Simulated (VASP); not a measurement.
# Ag (Fm-3m) in VASP: further runs, part 2 of 2

VASP 6.6.1. Earlier steps stand in the parts before.

**3. Relaxation of cell and atoms, PBEsol**

This run uses another cell than the first one, of 17.10 Å³/atom, 1.027 times its volume.

Contents of INCAR:

```
SYSTEM = Ag
ALGO     = Fast           ! electronic algorithm
EDIFF    = 1E-6           ! SCF threshold, eV
EDIFFG   = -0.003         ! ionic threshold
ENCUT    = 600            ! plane-wave cutoff, eV
GGA      = PS             ! functional
IBRION   = 2              ! ionic algorithm
ISIF     = 3              ! what is computed and relaxed
ISMEAR   = 0              ! smearing method
LASPH    = .True.         ! aspherical terms in the spheres
LCHARG   = .False.        ! write CHGCAR
LREAL    = .False.        ! projectors in reciprocal space
LWAVE    = .False.        ! write WAVECAR
NELM     = 80             ! most SCF steps
NSW      = 80             ! ionic steps
PREC     = Accurate       ! precision mode
SIGMA    = 0.1            ! smearing width, eV
```

Contents of KPOINTS:

```
k-points
0
Gamma
  34 34 34
  0 0 0
```

Contents of POSCAR:

```
Ag
1.0
    0.0000000000      2.0450000000      2.0450000000
    2.0450000000      0.0000000000      2.0450000000
    2.0450000000      2.0450000000      0.0000000000
Ag
1
Direct
    0.0000000000      0.0000000000      0.0000000000
```

Potentials or basis: VASP PAW PBE potentials, release 64 (Ag).

Launch:

```
$ cat potpaw_PBE.64/Ag/POTCAR > POTCAR
$ mpirun -np 1 vasp_std > vasp.out
```

OUTCAR:

```text
SYSTEM = Ag
   EDIFF = 1E-6
   EDIFFG = -0.003
   ENCUT = 600
   GGA = PS
   IBRION = 2
   ISIF = 3
   ISMEAR = 0
   LASPH = .True.
   LREAL = .False.
   NELM = 80
   NSW = 80
   PREC = Accurate

 ion  position               nearest neighbor table
   1  0.000  0.000  0.000-

  LATTYP: Found a face centered cubic cell.
 ALAT       =     4.0900000000

  Lattice vectors:

 A1 = (   0.0000000000,   2.0450000000,   2.0450000000)
 A2 = (   2.0450000000,   0.0000000000,   2.0450000000)
 A3 = (   2.0450000000,   2.0450000000,   0.0000000000)

Analysis of symmetry for initial positions (statically):
=====================================================================
 Subroutine PRICEL returns:
 Original cell was already a primitive cell.

 Routine SETGRP: Setting up the symmetry group for a
 face centered cubic supercell.

 Subroutine GETGRP returns: Found 48 space group operations
 (whereof 48 operations were pure point group operations)
 out of a pool of 48 trial point group operations.

The static configuration has the point symmetry O_h .

Analysis of symmetry for dynamics (positions and initial velocities):
=====================================================================
 Subroutine PRICEL returns:
 Original cell was already a primitive cell.

 Routine SETGRP: Setting up the symmetry group for a
 face centered cubic supercell.

 Subroutine GETGRP returns: Found 48 space group operations
 (whereof 48 operations were pure point group operations)
 out of a pool of 48 trial point group operations.

The dynamic configuration has the point symmetry O_h .

 Subroutine INISYM returns: Found 48 space group operations
 (whereof 48 operations are pure point group operations),
 and found     1 'primitive' translations

[... 135 lines left out ...]

 Free energy of the ion-electron system (eV)
  ---------------------------------------------------
  ext. energy  EPLUGINS =         0.00000000
  ---------------------------------------------------
  free energy    TOTEN  =        -3.30507395 eV

  energy without entropy =       -3.30341813  energy(sigma->0) =       -3.30424604

------------------------ aborting loop because EDIFF is reached ----------------------------------------

  FORCE on cell =-STRESS in cart. coord.  units (eV):
  Direction    XX          YY          ZZ          XY          YZ          ZX
  --------------------------------------------------------------------------------------
  -------------------------------------------------------------------------------------
  Total       -0.3251597     -0.3251597     -0.3251597      0.0000000      0.0000000     -0.0000000
  in kB      -30.4577170    -30.4577170    -30.4577170      0.0000000      0.0000000     -0.0000000
  external PRESSURE =     -30.4577170 kB  Pullay stress =       0.0000000 kB
[... 86 lines left out ...]
  FREE ENERGIE OF THE ION-ELECTRON SYSTEM (eV)
  ---------------------------------------------------
  free  energy   TOTEN  =        -3.3100479247 eV

  energy  without entropy=       -3.3085018125  energy(sigma->0) =       -3.30927487

[... ionic steps 4 to 11 ...]

--------------------------------------- Ionic step       12  -------------------------------------------

 number of electron      11.0000001 magnetization

------------------------ aborting loop because EDIFF is reached ----------------------------------------
[... 65 lines left out ...]
--------------------------------------- Ionic step       14  -------------------------------------------

 number of electron      11.0000001 magnetization

 Free energy of the ion-electron system (eV)
  ---------------------------------------------------
  ext. energy  EPLUGINS =         0.00000000
  ---------------------------------------------------
  free energy    TOTEN  =        -3.31004930 eV

  energy without entropy =       -3.30850152  energy(sigma->0) =       -3.30927541

 E-fermi :   8.6312     XC(G=0): -12.5658

 val. band max:        8.6155464576   @ k =   0.5000   0.2647   0.0882
 cond. band min:       8.6374042532   @ k =  -0.2647   0.2647   0.0000
 fundamental gap:      0.0218577956
 Fermi energy:         8.6311729851

 k-point     1 :       0.0000    0.0000    0.0000
  band No.  band energies     occupation
      1       0.5699      2.00000
      2       3.7244      2.00000
      3       3.7244      2.00000
      4       3.7244      2.00000
      5       4.8195      2.00000
      6       4.8195      2.00000
      7      24.6304      0.00000
      8      28.3547      0.00000
      9      28.3547      0.00000
[... 265 lines left out ...]
 k-point    24 :       0.1765    0.0294    0.0000
  band No.  band energies     occupation
      1       1.4074      2.00000
      2       3.5847      2.00000
      3       3.9212      2.00000
      4       3.9241      2.00000
      5       4.7286      2.00000
      6       4.8506      2.00000
      7      23.0686      0.00000
      8      25.5383      0.00000
      9      28.0411      0.00000

 [... further k-points ...]
[... 5 lines left out ...]
  --------------------------------------------------------------------------------------
  -------------------------------------------------------------------------------------
  Total       -0.0011259     -0.0011259     -0.0011259      0.0000000      0.0000000     -0.0000000
  in kB       -0.1085417     -0.1085417     -0.1085417      0.0000000      0.0000000     -0.0000000
  external PRESSURE =      -0.1085417 kB  Pullay stress =       0.0000000 kB
[... 16 lines left out ...]
  FREE ENERGIE OF THE ION-ELECTRON SYSTEM (eV)
  ---------------------------------------------------
  free  energy   TOTEN  =        -3.3100492989 eV

  energy  without entropy=       -3.3085015187  energy(sigma->0) =       -3.30927541

 reached required accuracy - stopping structural energy minimisation
```

CONTCAR:

```text
Ag
   1.00000000000000
    -0.0000000000000000    2.0254868916675357    2.0254868916675357
     2.0254868916675357    0.0000000000000000    2.0254868916675357
     2.0254868916675357    2.0254868916675357    0.0000000000000000
  Ag
     1
Direct
     0.0000000000000000    1.0000000000000000    0.0000000000000000

  0.00000000E+00  0.00000000E+00  0.00000000E+00
```

Run time: 5.8 min. Hardware: 1 thread of Intel Xeon Platinum 8488C (Sapphire Rapids), shared host; peak memory 0.36 GiB.

Results:

- Free energy: -3.3100 eV
- Relaxed volume: 16.62 Å³/atom
- Relaxed cell: a = 2.864 Å, b = 2.864 Å, c = 2.864 Å, α = 60.00°, β = 60.00°, γ = 60.00°
- Space group after relaxing (to 0.05 Å): Fm-3m (No. 225)
- Energy gained by relaxing: 5.0 meV/atom
- Ionic steps: 14
- Pressure after relaxing: 0.0 GPa

The path:
| step | energy change (eV) | largest force (eV/Å) | pressure (GPa) | volume (Å³) |
| --- | --- | --- | --- | --- |
| 1 | 0.0000 | 0.0000 | -3.05 | 17.10 |
| 2 | -0.0028 | 0.0000 | 2.48 | 16.31 |
| 3 | -0.0050 | 0.0000 | 0.36 | 16.61 |
| 4 | -0.0049 | 0.0000 | -0.31 | 16.66 |
| 5 | -0.0050 | 0.0000 | -0.20 | 16.64 |
| 6 | -0.0050 | 0.0000 | -0.08 | 16.62 |
| 7 | -0.0050 | 0.0000 | -0.05 | 16.62 |
| 8 | -0.0050 | 0.0000 | -0.05 | 16.62 |
| 9 | -0.0050 | 0.0000 | -0.04 | 16.62 |
| 10 | -0.0050 | 0.0000 | -0.05 | 16.62 |
| 11 | -0.0050 | 0.0000 | -0.05 | 16.62 |
| 12 | -0.0050 | 0.0000 | -0.04 | 16.62 |
| 13 | -0.0050 | 0.0000 | -0.04 | 16.62 |
| 14 | -0.0050 | 0.0000 | -0.01 | 16.62 |

Final structure:
```cif
data_structure
_symmetry_space_group_name_H-M 'P 1'
_symmetry_Int_Tables_number 1
_cell_length_a 2.8645
_cell_length_b 2.8645
_cell_length_c 2.8645
_cell_angle_alpha 60.000
_cell_angle_beta 60.000
_cell_angle_gamma 60.000
_cell_volume 16.62
loop_
_atom_site_label
_atom_site_type_symbol
_atom_site_fract_x
_atom_site_fract_y
_atom_site_fract_z
_atom_site_occupancy
Ag1 Ag 0.00000 0.00000 0.00000 1
```

Caveat: the PAW data sets were made with another functional, which shifts forces and pressure a little.
